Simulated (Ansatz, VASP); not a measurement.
**OsF3: VASP beside Ansatz**

The input INCAR:

```
PREC = Accurate
ENCUT = 520
EDIFF = 1E-6
ISMEAR = 0
SIGMA = 0.05
LREAL = F
LASPH = T
NELM = 150
ALGO = Normal
ISIF = 2
LWAVE = F
LCHARG = F
ISPIN = 2
MAGMOM = 1 -1 0 0 0 0 0 0
LORBIT = 11
LMAXMIX = 4
GGA = PE
NBANDS = 43
```

The input KPOINTS:

```
Automatic mesh
0
Gamma
  10 10 5
```

The input POSCAR:

```
OsF3
1.0
    4.0301740801      0.0000000000      4.0301740801
    0.0000000000      4.0301740801      4.0301740801
    0.0000000000      0.0000000000      8.0603481602
Os F
2 6
Direct
    0.0000000000      0.0000000000      0.0000000000
    0.0000000000      0.0000000000      0.5000000000
    0.5000000000      0.0000000000      0.7500000000
    0.0000000000      0.0000000000      0.2500000000
    0.0000000000      0.5000000000      0.7500000000
    0.5000000000      0.0000000000      0.2500000000
    0.0000000000      0.0000000000      0.7500000000
    0.0000000000      0.5000000000      0.2500000000
```

Input for Ansatz:

```yaml
crystal:
  lattice:
    - [4.0301740801, 0.0, 4.0301740801]
    - [0.0, 4.0301740801, 4.0301740801]
    - [0.0, 0.0, 8.0603481602]
  atoms:
    - { symbol: Os, position: [0.0, 0.0, 0.0], spin: 1.0 }
    - { symbol: F, position: [0.5, 0.0, 0.75] }
    - { symbol: F, position: [0.0, 0.0, 0.25] }
    - { symbol: F, position: [0.0, 0.5, 0.75] }
    - { symbol: Os, position: [0.0, 0.0, 0.5], spin: -1.0 }
    - { symbol: F, position: [0.5, 0.0, 0.25] }
    - { symbol: F, position: [0.0, 0.0, 0.75] }
    - { symbol: F, position: [0.0, 0.5, 0.25] }
basis:
  ecutwfc: 420
  ecutrho_ratio: 4
kpoints:
  mp_grid: { grid: [10, 10, 5] }
hamiltonian:
  xc: pbe
scf:
  occupations: { method: gaussian, width: 0.05 }
output:
  forces: true
  stress: true
  eigenvalues: true
  populations: true
magnetization:
  spin_polarized: true
```

Alike in both runs: task single point; functional PBE; k mesh 10 × 10 × 5; occupations gaussian, width 0.05 eV; collinear spin.

|  | VASP | Ansatz |
| --- | --- | --- |
| version | VASP 6.6.1 | Ansatz 0.2.0 |
| potentials or method | VASP PAW PBE potentials, release 64 (Os, F), cutoff 520 eV | scalar-relativistic, plane waves, PAW |
| valence electrons in the cell | 58 | 74 |

|  | VASP | Ansatz | Ansatz less VASP |
| --- | --- | --- | --- |
| gap on the k mesh at the Fermi level (eV) | none | none | - |
| pressure (GPa) | 0.9 | 0.0 | -0.90 |
| net moment per atom (μB) | 0.00 | 0.06 | +0.065 |
| size of the moment on the site where the two differ most (μB) | 0.00 | 0.14 | +0.139 |

Site moments also hang on the region over which each program counts them. A gap of «none» marks a metal or a gap that the smearing closes. The functional is the same, so the differences come from potentials, cutoffs and numerics. VASP's potentials hold 58 valence electrons a cell and Ansatz's 74, so a difference there can come from the potentials and not from the codes. Ansatz's warnings: seeded moment not kept.

Neither program's run includes spin-orbit coupling.
